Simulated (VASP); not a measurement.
# InSb3 (P4/mmm) in VASP: further runs, part 2 of 2

VASP 6.6.1.

**4. Single point, PBEsol (25.02 Å³/atom)**

This run uses another cell than the first one, of 25.02 Å³/atom.

Contents of INCAR:

```
SYSTEM = InSb3
ALGO     = Normal         ! electronic algorithm
EDIFF    = 1E-6           ! SCF threshold, eV
ENCUT    = 520            ! plane-wave cutoff, eV
GGA      = PS             ! functional
ISIF     = 2              ! what is computed and relaxed
ISMEAR   = 0              ! smearing method
LASPH    = .True.         ! aspherical terms in the spheres
LCHARG   = .False.        ! write CHGCAR
LREAL    = .False.        ! projectors in reciprocal space
LWAVE    = .False.        ! write WAVECAR
NBANDS   = 22             ! bands
NELM     = 100            ! most SCF steps
PREC     = Accurate       ! precision mode
SIGMA    = 0.15           ! smearing width, eV
```

Contents of KPOINTS:

```
k-points
0
Gamma
  10 10 10
  0 0 0
```

Contents of POSCAR:

```
InSb3
1.0
    4.9332786806      0.0000000000      0.0000000000
    0.0000000000      4.9332786806      0.0000000000
    0.0000000000      0.0000000000      4.1123811082
In Sb
1 3
Direct
    0.0000000000      0.0000000000      0.0000000000
    0.5000000000      0.0000000000      0.5000000000
    0.0000000000      0.5000000000      0.5000000000
    0.5000000000      0.5000000000      0.0000000000
```

Potentials or basis: VASP PAW PBE potentials, release 64 (In_d, Sb).

The run is started by

```bash
> cat potpaw_PBE.64/In_d/POTCAR potpaw_PBE.64/Sb/POTCAR > POTCAR
> mpirun -np 1 vasp_std > vasp.out
```

OUTCAR:

```text
SYSTEM = InSb3
   EDIFF = 1E-6
   ENCUT = 520
   GGA = PS
   ISIF = 2
   ISMEAR = 0
   LASPH = .True.
   LREAL = .False.
   NELM = 100
   PREC = Accurate

 ion  position               nearest neighbor table
   1  0.000  0.000  0.000-   2 3.21   3 3.21   2 3.21   3 3.21   3 3.21   3 3.21   2 3.21   2 3.21
                             4 3.49   4 3.49   4 3.49   4 3.49
   2  0.500  0.000  0.500-   1 3.21   4 3.21   1 3.21   4 3.21   4 3.21   4 3.21   1 3.21   1 3.21
                             3 3.49   3 3.49   3 3.49   3 3.49
   3  0.000  0.500  0.500-   1 3.21   4 3.21   1 3.21   4 3.21   1 3.21   1 3.21   4 3.21   4 3.21
                             2 3.49   2 3.49   2 3.49   2 3.49
   4  0.500  0.500  0.000-   2 3.21   3 3.21   2 3.21   3 3.21   2 3.21   2 3.21   3 3.21   3 3.21
                             1 3.49   1 3.49   1 3.49   1 3.49

  LATTYP: Found a simple tetragonal cell.
 ALAT       =     4.9332786806
 C/A-ratio  =     0.8336000000

  Lattice vectors:

 A1 = (   4.9332786806,   0.0000000000,   0.0000000000)
 A2 = (   0.0000000000,   4.9332786806,   0.0000000000)
 A3 = (   0.0000000000,   0.0000000000,   4.1123811082)

Analysis of symmetry for initial positions (statically):
[... 178 lines left out ...]
 E-fermi :   8.9593     XC(G=0): -10.6416

 val. band max:        8.9579785274   @ k =   0.3000   0.2000   0.0000
 cond. band min:       8.9645328061   @ k =   0.2000   0.1000   0.2000
 fundamental gap:      0.0065542787
 Fermi energy:         8.9593458240

 k-point     1 :       0.0000    0.0000    0.0000
  band No.  band energies     occupation
      1      -5.5592      2.00000
      2      -5.5250      2.00000
      3      -5.5027      2.00000
      4      -5.4992      2.00000
      5      -5.4992      2.00000
      6      -3.9615      2.00000
[... 589 lines left out ...]
     21      14.4906      0.00000
     22      15.2244      0.00000

 [... further k-points ...]

------------------------ aborting loop because EDIFF is reached ----------------------------------------

  FORCE on cell =-STRESS in cart. coord.  units (eV):
  Direction    XX          YY          ZZ          XY          YZ          ZX
  --------------------------------------------------------------------------------------
  -------------------------------------------------------------------------------------
  Total        2.5112184      2.5112184      1.0774199      0.0000000      0.0000000      0.0000000
  in kB       40.2004037     40.2004037     17.2476896      0.0000000      0.0000000      0.0000000
  external PRESSURE =      32.5494990 kB  Pullay stress =       0.0000000 kB

 VOLUME and BASIS-vectors are now :
 -----------------------------------------------------------------------------
  energy-cutoff  :      520.00
  volume of cell :      100.08
      direct lattice vectors                 reciprocal lattice vectors
     4.933278681  0.000000000  0.000000000     0.202704948  0.000000000  0.000000000
     0.000000000  4.933278681  0.000000000     0.000000000  0.202704948  0.000000000
     0.000000000  0.000000000  4.112381108     0.000000000  0.000000000  0.243168124

 POSITION                                       TOTAL-FORCE (eV/Angst)
 -----------------------------------------------------------------------------------
      0.00000      0.00000      0.00000         0.000000      0.000000      0.000000
      2.46664      0.00000      2.05619         0.000000      0.000000      0.000000
      0.00000      2.46664      2.05619         0.000000      0.000000      0.000000
      2.46664      2.46664      0.00000         0.000000      0.000000      0.000000
 -----------------------------------------------------------------------------------
    total drift:                               -0.000000     -0.000000     -0.000000

  FREE ENERGIE OF THE ION-ELECTRON SYSTEM (eV)
  ---------------------------------------------------
  free  energy   TOTEN  =       -16.0732833038 eV

  energy  without entropy=      -16.0506206187  energy(sigma->0) =      -16.06195196
```

OSZICAR:

```text
N       E                     dE             d eps       ncg     rms          rms(c)
DAV:   1     0.192905725402E+03    0.19291E+03   -0.11041E+04  5552   0.120E+03
DAV:   2     0.584081796311E+00   -0.19232E+03   -0.18552E+03  6100   0.303E+02
DAV:   3    -0.155622823195E+02   -0.16146E+02   -0.15572E+02  6920   0.886E+01
DAV:   4    -0.161095789349E+02   -0.54730E+00   -0.54526E+00  6538   0.166E+01
DAV:   5    -0.161344707248E+02   -0.24892E-01   -0.24889E-01  8104   0.377E+00    0.414E+00
DAV:   6    -0.160880957573E+02    0.46375E-01   -0.74777E-02  6958   0.392E+00    0.230E+00
DAV:   7    -0.160740453119E+02    0.14050E-01   -0.33689E-02  7680   0.205E+00    0.275E-01
DAV:   8    -0.160733000839E+02    0.74523E-03   -0.31964E-03  6836   0.721E-01    0.740E-02
DAV:   9    -0.160732837059E+02    0.16378E-04   -0.16093E-04  6748   0.932E-02    0.215E-02
DAV:  10    -0.160732834637E+02    0.24223E-06   -0.10916E-05  7806   0.252E-02    0.773E-03
DAV:  11    -0.160732833038E+02    0.15986E-06   -0.48857E-07  4188   0.591E-03
   1 F= -.16073283E+02 E0= -.16061952E+02  d E =-.226627E-01
```

It took 4.1 min on 1 thread of AMD EPYC 7R13, shared host; peak memory 0.37 GiB.

Results:

| Property | Result |
| --- | --- |
| Free energy | -16.0733 eV |
| Pressure | 3.3 GPa |
| Band gap on the k mesh | zero (bands 14 and 15 overlap by 4.33 eV) |

Caveat: the cell stands under pressure; the PAW data sets were made with another functional, which shifts forces and pressure a little; spin-orbit coupling is left out, which moves the levels of the heavy elements.

**5. Single point, PBEsol (25.02 Å³/atom)**

This run uses another cell than the first one, of 25.02 Å³/atom.

Contents of INCAR:

```
PREC = Accurate
ENCUT = 520
EDIFF = 1E-7
ISMEAR = 0
SIGMA = 0.15
LREAL = F
LASPH = T
NELM = 60
ALGO = Normal
ISIF = 2
LWAVE = F
LCHARG = F
GGA = PS
NBANDS = 22
```

Contents of KPOINTS:

```
regular mesh
0
Gamma
  10 10 10
```

Contents of POSCAR:

```
InSb3
1.0
    4.4588572716      0.0000000000      0.0000000000
    0.0000000000      4.4588572716      0.0000000000
    0.0000000000      0.0000000000      5.0340498596
In Sb
1 3
Direct
    0.0000000000      0.0000000000      0.0000000000
    0.5000000000      0.0000000000      0.5000000000
    0.0000000000      0.5000000000      0.5000000000
    0.5000000000      0.5000000000      0.0000000000
```

Potentials or basis: VASP PAW PBE potentials, release 64 (In_d, Sb).

The run is started by

```bash
> cat potpaw_PBE.64/In_d/POTCAR potpaw_PBE.64/Sb/POTCAR > POTCAR
> mpirun -np 1 vasp_std > vasp.out
```

OUTCAR:

```text
PREC = Accurate
   ENCUT = 520
   EDIFF = 1E-7
   ISMEAR = 0
   LREAL = F
   LASPH = T
   NELM = 60
   ISIF = 2
   GGA = PS

 ion  position               nearest neighbor table
   1  0.000  0.000  0.000-   4 3.15   4 3.15   4 3.15   4 3.15   3 3.36   3 3.36   3 3.36   3 3.36
                             2 3.36   2 3.36   2 3.36   2 3.36
   2  0.500  0.000  0.500-   3 3.15   3 3.15   3 3.15   3 3.15   4 3.36   1 3.36   4 3.36   4 3.36
                             1 3.36   4 3.36   1 3.36   1 3.36
   3  0.000  0.500  0.500-   2 3.15   2 3.15   2 3.15   2 3.15   4 3.36   1 3.36   1 3.36   1 3.36
                             4 3.36   4 3.36   4 3.36   1 3.36
   4  0.500  0.500  0.000-   1 3.15   1 3.15   1 3.15   1 3.15   3 3.36   2 3.36   2 3.36   2 3.36
                             3 3.36   3 3.36   3 3.36   2 3.36

  LATTYP: Found a simple tetragonal cell.
 ALAT       =     4.4588572716
 C/A-ratio  =     1.1290000000

  Lattice vectors:

 A1 = (   4.4588572716,   0.0000000000,   0.0000000000)
 A2 = (   0.0000000000,   4.4588572716,   0.0000000000)
 A3 = (   0.0000000000,   0.0000000000,   5.0340498596)

Analysis of symmetry for initial positions (statically):
=====================================================================
 Subroutine PRICEL returns:
 Original cell was already a primitive cell.

 Routine SETGRP: Setting up the symmetry group for a
 simple tetragonal supercell.

 Subroutine GETGRP returns: Found 16 space group operations
 (whereof 16 operations were pure point group operations)
 out of a pool of 16 trial point group operations.

The static configuration has the point symmetry D_4h.

Analysis of symmetry for dynamics (positions and initial velocities):
=====================================================================
 Subroutine PRICEL returns:
 Original cell was already a primitive cell.

 Routine SETGRP: Setting up the symmetry group for a
 simple tetragonal supercell.

 Subroutine GETGRP returns: Found 16 space group operations
[... 127 lines left out ...]
     AMIX_MAG =   1.60;   BMIX_MAG =  1.00
  volume/ion in A,a.u.               =      25.02       168.85
  Fermi-wavevector in a.u.,A,eV,Ry     =   1.070712  2.023352 15.598045  1.146424
  Thomas-Fermi vector in A             =   2.206430
   LORBIT       =      0    0 simple, 1 ext, 2 COOP (PROOUT), +10 PAW based schemes
   GGA     = PS    functional components
   LHFCALC =     F    Hartree Fock is set to
   AEXX    =    0.0000 exact exchange contribution
   IVDW    =     0    specifies the selected vdW correction
   LEPSILON=     F    determine dielectric tensor
   LRPA    =     F    only Hartree local field effects (RPA)
 non-spin polarized calculation
 Gauss-broadening in eV      SIGMA  =   0.15
  energy-cutoff  :      520.00
  volume of cell :      100.08
 maximum number of plane-waves:      2727
 NGX is ok and might be reduce to    36
   NGX = 17   NGY = 17   NGZ = 19

 number of electron      28.0000009 magnetization

 Free energy of the ion-electron system (eV)
  ---------------------------------------------------
  ext. energy  EPLUGINS =         0.00000000
  ---------------------------------------------------
  free energy    TOTEN  =       -16.00251445 eV

  energy without entropy =      -15.98206227  energy(sigma->0) =      -15.99228836

 E-fermi :   8.9694     XC(G=0): -10.6396

 val. band max:        8.9640337639   @ k =   0.4000   0.3000   0.3000
 cond. band min:       9.0001625816   @ k =   0.5000   0.1000   0.1000
 fundamental gap:      0.0361288176
 Fermi energy:         8.9694445003

 k-point     1 :       0.0000    0.0000    0.0000
  band No.  band energies     occupation
      1      -5.5440      2.00000
      2      -5.5054      2.00000
      3      -5.4937      2.00000
      4      -5.4909      2.00000
      5      -5.4909      2.00000
      6      -3.9658      2.00000
[... 589 lines left out ...]
     21      14.5020      0.00000
     22      14.6362      0.00000

 [... further k-points ...]

------------------------ aborting loop because EDIFF is reached ----------------------------------------

  FORCE on cell =-STRESS in cart. coord.  units (eV):
  Direction    XX          YY          ZZ          XY          YZ          ZX
  --------------------------------------------------------------------------------------
  -------------------------------------------------------------------------------------
  Total        2.3730883      2.3730883      2.3357030      0.0000000     -0.0000000      0.0000000
  in kB       37.9891713     37.9891713     37.3906964      0.0000000     -0.0000000      0.0000000
  external PRESSURE =      37.7896797 kB  Pullay stress =       0.0000000 kB

 VOLUME and BASIS-vectors are now :
 -----------------------------------------------------------------------------
  energy-cutoff  :      520.00
  volume of cell :      100.08
      direct lattice vectors                 reciprocal lattice vectors
     4.458857272  0.000000000  0.000000000     0.224272709  0.000000000  0.000000000
     0.000000000  4.458857272  0.000000000     0.000000000  0.224272709  0.000000000
     0.000000000  0.000000000  5.034049860     0.000000000  0.000000000  0.198647218

 POSITION                                       TOTAL-FORCE (eV/Angst)
 -----------------------------------------------------------------------------------
      0.00000      0.00000      0.00000         0.000000      0.000000      0.000000
      2.22943      0.00000      2.51702         0.000000      0.000000      0.000000
      0.00000      2.22943      2.51702         0.000000      0.000000      0.000000
      2.22943      2.22943      0.00000         0.000000      0.000000      0.000000
 -----------------------------------------------------------------------------------
    total drift:                               -0.000000     -0.000000     -0.000000

  FREE ENERGIE OF THE ION-ELECTRON SYSTEM (eV)
  ---------------------------------------------------
  free  energy   TOTEN  =       -16.0025144493 eV

  energy  without entropy=      -15.9820622686  energy(sigma->0) =      -15.99228836
```

stdout:

```text
POSCAR found type information on POSCAR InSb
 POSCAR found :  2 types and       4 ions
 scaLAPACK will be used
 -----------------------------------------------------------------------------
|                                                                             |
|                                                                             |
|     You enforced a specific xc type in the INCAR file but a different       |
|     I HOPE YOU KNOW WHAT YOU ARE DOING!                                     |
|                                                                             |
 -----------------------------------------------------------------------------

 LDA part: xc-table for (Slater+PW92), standard interpolation
 POSCAR, INCAR and KPOINTS ok, starting setup
 FFT: planning ... GRIDC
 FFT: planning ... GRID_SOFT
 FFT: planning ... GRID
 WAVECAR not read
 entering main loop
```

It took 5.7 min on 1 thread of AMD EPYC 7R13, shared host; peak memory 0.37 GiB.

What came out:

- Free energy: -16.0025 eV
- Pressure: 3.8 GPa
- Band gap on the k mesh: zero (bands 14 and 15 overlap by 4.34 eV)

Caveat: the cell stands under pressure; the PAW data sets were made with another functional, which shifts forces and pressure a little; spin-orbit coupling is left out, which moves the levels of the heavy elements.

**6. Summary**

| cell | gap on the mesh (eV) | pressure (GPa) |
| --- | --- | --- |
| a = 4.450, b = 4.450, c = 5.338 Å, 4 atoms | none | 0.2 |
| a = 4.825, b = 4.825, c = 4.541 Å, 4 atoms | none | 0.0 |
| a = 4.933, b = 4.933, c = 4.112 Å, 4 atoms | none | 3.3 |
| a = 4.459, b = 4.459, c = 5.034 Å, 4 atoms | none | 3.8 |

Alike in all rows: task single point; level PBEsol; potentials or basis VASP PAW PBE potentials, release 64 (In_d, Sb); no spin polarisation; k mesh 10 × 10 × 10; cutoff (eV) 520; smearing gaussian 0.15 eV.

Caveats: the PAW data sets were made with another functional, which shifts forces and pressure a little; spin-orbit coupling is left out, which moves the levels of the heavy elements; the cell stands under pressure (at least some runs).

Absolute energies hang on the potentials; compare differences alone.

The gap in the log of VASP goes by the Fermi energy; the results here count the filled bands.